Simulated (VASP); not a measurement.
# V (P6/mmm) in VASP: notebook

Runs on V. Level: PBE. Tasks: single point.

Program: VASP 6.6.1. These are calculated values, not measurements. Logs are shortened: lines on timing, memory, paths and dates and some standing lists are left out, and cuts for length are marked.

**1. The cell of the first run**

It takes space group P6/mmm (No. 191, hexagonal). The conventional cell has a = 3.555 Å, b = 3.555 Å, c = 1.949 Å, α = 90.00°, β = 90.00°, γ = 120.00°. V (site symmetry 6/mmm) has 14 V at 1.95 to 2.27 Å within 2.6 Å. Within 2.6 Å of V (site symmetry -6m2) lie 11 V at 1.95 to 2.27 Å.

This isn't the form of V at room conditions, which is bcc.

**2. Single point, PBE**

Input file INCAR:

```
SYSTEM = V
  ALGO = Normal
  EDIFF = 1E-6
  ENCUT = 520
  GGA = PE
  ISIF = 2
  ISMEAR = -1
  LASPH = .True.
  LCHARG = .False.
  LREAL = .False.
  LWAVE = .False.
  NBANDS = 26
  NELM = 100
  PREC = Accurate
  SIGMA = 0.08
```

Input file KPOINTS:

```
k-points
0
Gamma
  8 8 12
  0 0 0
```

Input file POSCAR:

```
V
1.0
    3.5551543495      0.0000000000      0.0000000000
   -1.7775771747      3.0788539810      0.0000000000
    0.0000000000      0.0000000000      1.9487129991
V
3
Direct
    0.0000000000      0.0000000000      0.0000000000
    0.3333333333      0.6666666667      0.5000000000
    0.6666666667      0.3333333333      0.5000000000
```

Potentials or basis: VASP PAW PBE potentials, release 64 (V_sv).

On the command line:

```sh
$ cat potpaw_PBE.64/V_sv/POTCAR > POTCAR
$ mpirun -np 1 vasp_std > vasp.out
```

OUTCAR:

```text
SYSTEM = V
   EDIFF = 1E-6
   ENCUT = 520
   GGA = PE
   ISIF = 2
   ISMEAR = -1
   LASPH = .True.
   LREAL = .False.
   NELM = 100
   PREC = Accurate

 ion  position               nearest neighbor table
   1  0.000  0.000  0.000-   2 2.27   3 2.27   2 2.27   3 2.27   2 2.27   2 2.27   3 2.27   3 2.27
                             3 2.27   3 2.27   2 2.27   2 2.27
   2  0.333  0.667  0.500-   3 2.05   3 2.05   3 2.05   1 2.27   1 2.27   1 2.27   1 2.27   1 2.27
                             1 2.27   3 2.83   3 2.83   3 2.83   3 2.83   3 2.83   3 2.83
   3  0.667  0.333  0.500-   2 2.05   2 2.05   2 2.05   1 2.27   1 2.27   1 2.27   1 2.27   1 2.27
                             1 2.27   2 2.83   2 2.83   2 2.83   2 2.83   2 2.83   2 2.83

  LATTYP: Found a hexagonal cell.
 ALAT       =     3.5551543495
 C/A-ratio  =     0.5481373824

  Lattice vectors:

 A1 = (   3.5551543495,   0.0000000000,   0.0000000000)
 A2 = (  -1.7775771747,   3.0788539810,   0.0000000000)
 A3 = (   0.0000000000,   0.0000000000,   1.9487129991)

Analysis of symmetry for initial positions (statically):
=====================================================================
 Subroutine PRICEL returns:
 Original cell was already a primitive cell.

 Routine SETGRP: Setting up the symmetry group for a
 hexagonal supercell.

 Subroutine GETGRP returns: Found 24 space group operations
 (whereof 24 operations were pure point group operations)
 out of a pool of 24 trial point group operations.

The static configuration has the point symmetry D_6h.

Analysis of symmetry for dynamics (positions and initial velocities):
=====================================================================
 Subroutine PRICEL returns:
 Original cell was already a primitive cell.

 Routine SETGRP: Setting up the symmetry group for a
 hexagonal supercell.

 Subroutine GETGRP returns: Found 24 space group operations
 (whereof 24 operations were pure point group operations)
 out of a pool of 24 trial point group operations.

The dynamic configuration has the point symmetry D_6h.

 Subroutine INISYM returns: Found 24 space group operations
 (whereof 24 operations are pure point group operations),
 and found     1 'primitive' translations

----------------------------------------------------------------------------------------

                                     Primitive cell

  volume of cell :      21.3302

[... 88 lines left out ...]
   ENCUT  =  520.0 eV  38.22 Ry    6.18 a.u.   6.61  6.61  3.62*2*pi/ulx,y,z
   NELM   =    100;   NELMIN=  2; NELMDL= -5     # of ELM steps
   EDIFF  = 0.1E-05   stopping-criterion for ELM
   LREAL  =      F    real-space projection
   EDIFFG = 0.1E-04   stopping-criterion for IOM
   NSW    =      0    number of steps for IOM
   IBRION =     -1    ionic relax: 0-MD 1-quasi-New 2-CG
   NFREE  =      0    steps in history (QN), initial steepest desc. (CG)
   ISIF   =      2    stress and relaxation
   ISYM   =      2    0-nonsym 1-usesym 2-fastsym
   POTIM  = 0.5000    time-step for ionic-motion
   TEBEG  =    0.0;   TEEND  =   0.0 temperature during run
   PSTRESS=    0.0 pullay stress
   NELECT =      39.0000    total number of electrons
   NUPDOWN=      -1.0000    fix difference up-down
   EMIN   =  10.00;   EMAX   =-10.00  energy-range for DOS
   EFERMI =   0.00;   METHOD = LEGACY
   ISMEAR =    -1;   SIGMA  =   0.08  broadening in eV -4-tet -1-fermi 0-gaus
   EFERMI_NEDOS =   21; number of points for ismear=-14 and -15
   IALGO  =     38    algorithm
   IMIX   =      4    mixing-type and parameters
     AMIX     =   0.40;   BMIX     =  1.00
     AMIX_MAG =   1.60;   BMIX_MAG =  1.00
  volume/ion in A,a.u.               =       7.11        47.98
  Fermi-wavevector in a.u.,A,eV,Ry     =   2.001849  3.782945 54.523956  4.007398
  Thomas-Fermi vector in A             =   3.016960
   LORBIT       =      0    0 simple, 1 ext, 2 COOP (PROOUT), +10 PAW based schemes
   GGA     = PE    functional components
   LHFCALC =     F    Hartree Fock is set to
   AEXX    =    0.0000 exact exchange contribution
   IVDW    =     0    specifies the selected vdW correction
   LEPSILON=     F    determine dielectric tensor
   LRPA    =     F    only Hartree local field effects (RPA)
 non-spin polarized calculation
  energy-cutoff  :      520.00
  volume of cell :       21.33
 maximum number of plane-waves:       595
 NGX is ok and might be reduce to    28
   NGX = 13   NGY = 13   NGZ =  7

 number of electron      39.0000024 magnetization

 Free energy of the ion-electron system (eV)
  ---------------------------------------------------
  ext. energy  EPLUGINS =         0.00000000
  ---------------------------------------------------
  free energy    TOTEN  =       -12.29213597 eV

  energy without entropy =      -12.25083040  energy(sigma->0) =      -12.27148319

 E-fermi :  20.6821     XC(G=0): -16.7907

 val. band max:       20.6620277380   @ k =   0.1250  -0.0000   0.0833
 cond. band min:      20.6823248634   @ k =   0.2500   0.2500   0.5000
 fundamental gap:      0.0202971255
 Fermi energy:        20.6821336213

 k-point     1 :       0.0000    0.0000    0.0000
  band No.  band energies     occupation
      1     -44.5990      2.00000
      2     -42.8353      2.00000
      3     -42.6707      2.00000
      4     -18.7951      2.00000
      5     -18.7951      2.00000
      6     -18.2118      2.00000
[... 685 lines left out ...]
     25      24.4558      0.00000
     26      25.6527      0.00000

 [... further k-points ...]

------------------------ aborting loop because EDIFF is reached ----------------------------------------

  FORCE on cell =-STRESS in cart. coord.  units (eV):
  Direction    XX          YY          ZZ          XY          YZ          ZX
  --------------------------------------------------------------------------------------
  -------------------------------------------------------------------------------------
  Total       51.5252447     51.5252447     54.0502920      0.0000000     -0.0000000     -0.0000000
  in kB     3870.2160535   3870.2160534   4059.8799531      0.0000001     -0.0000000     -0.0000000
  external PRESSURE =    3933.4373533 kB  Pullay stress =       0.0000000 kB

 VOLUME and BASIS-vectors are now :
 -----------------------------------------------------------------------------
  energy-cutoff  :      520.00
  volume of cell :       21.33
      direct lattice vectors                 reciprocal lattice vectors
     3.555154349  0.000000000  0.000000000     0.281281740  0.162398088  0.000000000
    -1.777577175  3.078853981  0.000000000     0.000000000  0.324796176  0.000000000
     0.000000000  0.000000000  1.948712999     0.000000000  0.000000000  0.513159198

 POSITION                                       TOTAL-FORCE (eV/Angst)
 -----------------------------------------------------------------------------------
      0.00000      0.00000      0.00000        -0.000000      0.000000      0.000000
     -0.00000      2.05257      0.97436         0.000000      0.000000      0.000000
      1.77758      1.02628      0.97436        -0.000000     -0.000000     -0.000000
 -----------------------------------------------------------------------------------
    total drift:                                0.000000      0.000000     -0.000000

  FREE ENERGIE OF THE ION-ELECTRON SYSTEM (eV)
  ---------------------------------------------------
  free  energy   TOTEN  =       -12.2921359744 eV

  energy  without entropy=      -12.2508303999  energy(sigma->0) =      -12.27148319
```

OSZICAR:

```text
N       E                     dE             d eps       ncg     rms          rms(c)
DAV:   1     0.513635253318E+03    0.51364E+03   -0.21298E+04  3640   0.190E+03
DAV:   2     0.661863678666E+01   -0.50702E+03   -0.49736E+03  3664   0.600E+02
DAV:   3    -0.128077742194E+02   -0.19426E+02   -0.19067E+02  4172   0.140E+02
DAV:   4    -0.130880785738E+02   -0.28030E+00   -0.27952E+00  4012   0.174E+01
DAV:   5    -0.130921519696E+02   -0.40734E-02   -0.40729E-02  3998   0.213E+00    0.856E+01
DAV:   6    -0.123967712648E+02    0.69538E+00   -0.15849E+00  3856   0.139E+01    0.424E+01
DAV:   7    -0.123215156223E+02    0.75256E-01   -0.69285E-01  3986   0.878E+00    0.501E+00
DAV:   8    -0.123075156406E+02    0.14000E-01   -0.41642E-01  4280   0.869E+00    0.346E+00
DAV:   9    -0.122920066065E+02    0.15509E-01   -0.98417E-02  4190   0.426E+00    0.168E-01
DAV:  10    -0.122922122468E+02   -0.20564E-03   -0.34900E-03  3848   0.636E-01    0.175E-01
DAV:  11    -0.122921968350E+02    0.15412E-04   -0.43243E-05  4370   0.770E-02    0.138E-01
DAV:  12    -0.122921422211E+02    0.54614E-04   -0.78416E-05  3834   0.103E-01    0.755E-03
DAV:  13    -0.122921395074E+02    0.27136E-05   -0.30246E-06  3272   0.205E-02    0.965E-03
DAV:  14    -0.122921369293E+02    0.25781E-05   -0.26746E-07  1914   0.562E-03    0.321E-03
DAV:  15    -0.122921359744E+02    0.95488E-06   -0.44511E-08  1888   0.249E-03
   1 F= -.12292136E+02 E0= -.12271483E+02  d E =-.413056E-01
```

stdout:

```text
POSCAR found type information on POSCAR V
 POSCAR found :  1 types and       3 ions
 scaLAPACK will be used
 LDA part: xc-table for (Slater+PW92), standard interpolation
 POSCAR, INCAR and KPOINTS ok, starting setup
 FFT: planning ... GRIDC
 FFT: planning ... GRID_SOFT
 FFT: planning ... GRID
 WAVECAR not read
 entering main loop
```

It took 59 s on 1 thread of Intel Xeon 8259CL, shared host; peak memory 0.15 GiB.

What came out:

| Property | Result |
| --- | --- |
| Free energy | -12.2921 eV |
| Pressure | 393.3 GPa |
| Band gap on the k mesh | zero (an odd number of electrons rules out a gap without spin polarisation) |

Caveat: atoms lie so close that the PAW spheres overlap strongly, which falsifies energies and pressures; the stress differs along the axes, from 387 to 406 GPa.

**3. Single point, PBE (7.11 Å³/atom)**

Input file INCAR:

```
ALGO = Normal
EDIFF = 1E-7
ENCUT = 520
GGA = PE
ISIF = 2
ISMEAR = -1
LASPH = T
LCHARG = T
LELF = T
LREAL = F
LVHAR = T
LWAVE = F
NBANDS = 26
NELM = 100
PREC = Accurate
SIGMA = 0.08
```

Input file KPOINTS:

```
k-points
0
Gamma
  8 8 12
```

POSCAR is that of step 2.

Potentials or basis: VASP PAW PBE potentials, release 64 (V_sv).

On the command line:

```sh
$ cat potpaw_PBE.64/V_sv/POTCAR > POTCAR
$ mpirun -np 1 vasp_std > vasp.out
```

Run time: 72 s. Hardware: 1 thread of Intel Xeon 8259CL, shared host; peak memory 0.15 GiB.

Results (log left out):

```yaml
Free_energy: -12.2921 eV
Pressure: 393.4 GPa
Band_gap_on_the_k_mesh: zero (an odd number of electrons rules out a gap without spin polarisation)
```

Stress tensor (GPa, compression positive):
```
387.06   0.00   0.00
  0.00 387.06   0.00
  0.00   0.00 406.02
```

Levels at points of the mesh, in eV from the Fermi level:
```tsv
k point	band 16	band 17	band 18	band 19	band 20	band 21	band 22	band 23
(0.00, 0.00, 0.00)	-1.99	-1.77	-1.77	-1.70	-1.70	0.08	0.08	3.71
(0.50, 0.00, 0.00)	-3.48	-3.23	-2.64	-2.10	-1.57	2.19	4.11	4.11
(0.00, 0.00, 0.50)	-5.86	-0.88	-0.88	-0.88	0.47	1.48	1.48	4.84
(0.50, 0.00, 0.50)	-5.32	-2.58	-2.23	-2.19	0.73	1.12	3.18	4.08
```

Caveat: atoms lie so close that the PAW spheres overlap strongly, which falsifies energies and pressures; the stress differs along the axes, from 387 to 406 GPa.

(Continued in part 2 of 2.)

The gap in the log of VASP goes by the Fermi energy; the results here count the filled bands.